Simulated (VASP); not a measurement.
HfAl2N3:

```
Hf Al N
1.0
     3.39803    0.00000    0.00000
    -1.69902    2.94278    0.00000
     0.00000    0.00000   16.34709
Hf Al N
2 4 6
Direct
  0.66667 0.33333 0.49976
  0.33333 0.66667 0.99976
  0.66667 0.33333 0.16643
  0.66667 0.33333 0.83310
  0.33333 0.66667 0.33310
  0.33333 0.66667 0.66643
  0.66667 0.33333 0.29357
  0.66667 0.33333 0.62690
  0.66667 0.33333 0.96024
  0.33333 0.66667 0.12690
  0.33333 0.66667 0.46024
  0.33333 0.66667 0.79357
```

| Item | Value |
| --- | --- |
| Program | VASP 6.6.1 |
| Task | relaxation of cell and atoms |
| Functional | PBE |
| Potentials or basis | VASP PAW PBE potentials, release 64 (Hf_pv, Al, N) |
| Cutoff | 600 eV |
| k mesh | 6 × 6 × 1 |
| Occupations | gaussian, width 0.1 eV |
| Spin | no spin polarisation |

At the start: pressure -11.6 GPa; volume 13.62 Å³/atom.

Task: How do energy, volume and symmetry change on relaxing?

Result: Over 12 steps the energy falls by 166.6 meV/atom and the volume is 12.15 Å³/atom (-10.8 %); space group P6_3mc (No. 186, to 0.1 Å) before and after.

The path:
```csv
step,energy change (eV),largest force (eV/Å),pressure (GPa),volume (Å³)
1,0.0000,2.3081,-11.56,163.47
2,-1.3171,2.0430,9.37,141.29
3,-1.3344,2.1316,6.96,143.07
4,-1.8275,1.5217,2.74,143.56
5,-1.8602,1.1818,3.33,143.46
6,-1.9603,0.3142,-3.04,148.46
7,-1.9896,0.2097,-1.12,146.78
8,-1.9974,0.1482,0.44,145.53
9,-1.9978,0.1281,0.14,145.76
10,-1.9991,0.0459,0.00,145.76
11,-1.9992,0.0518,0.02,145.76
12,-1.9995,0.0168,-0.02,145.79
```

Final structure:
```
Hf Al N
1.0
     3.24602    0.00000    0.00000
    -1.62301    2.81113    0.00000
     0.00000    0.00000   15.97723
Hf Al N
2 4 6
Direct
  0.66667 0.33333 0.50107
  0.33333 0.66667 0.00107
  0.66667 0.33333 0.17299
  0.66667 0.33333 0.82588
  0.33333 0.66667 0.32588
  0.33333 0.66667 0.67299
  0.66667 0.33333 0.29401
  0.66667 0.33333 0.63983
  0.66667 0.33333 0.94622
  0.33333 0.66667 0.13983
  0.33333 0.66667 0.44622
  0.33333 0.66667 0.79401
```

Caveat: the k points lie up to 0.39 Å⁻¹ apart in the final cell, too coarse for converged energies and pressures of a metal.
